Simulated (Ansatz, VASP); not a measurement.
**One calculation of Be, two programs**

```
Be
1.0
     2.14477    0.00000    0.00000
    -1.07238    1.85742    0.00000
     0.00000    0.00000    2.44733
Be
1
Direct
  0.00000 0.00000 0.50000
```

Alike in both runs: task relaxation of cell and atoms; functional PBE; k mesh 30 × 30 × 22; occupations gaussian, width 0.1 eV; no spin polarisation.

|  | VASP | Ansatz |
| --- | --- | --- |
| version | VASP 6.6.1 | Ansatz 0.2.0 |
| potentials or method | VASP PAW PBE potentials, release 64 (Be), cutoff 600 eV | scalar-relativistic, plane waves, PAW |
| valence electrons in the cell | 2 | 2 |

Ansatz gave:

```
gap on the k mesh at the Fermi level, each at its own relaxed structure (eV) : none
relaxed volume (Å³/atom)                                                     : 9.77
relaxed length of the cell vector where the two differ most in proportion (Å)              : 2.144
```

Question: Which values does VASP return?

Answer: gap on the k mesh at the Fermi level, each at its own relaxed structure (eV): none; relaxed volume (Å³/atom): 9.78; relaxed length of the cell vector where the two differ most in proportion (Å): 2.144.

A gap of «none» marks a metal or a gap that the smearing closes.
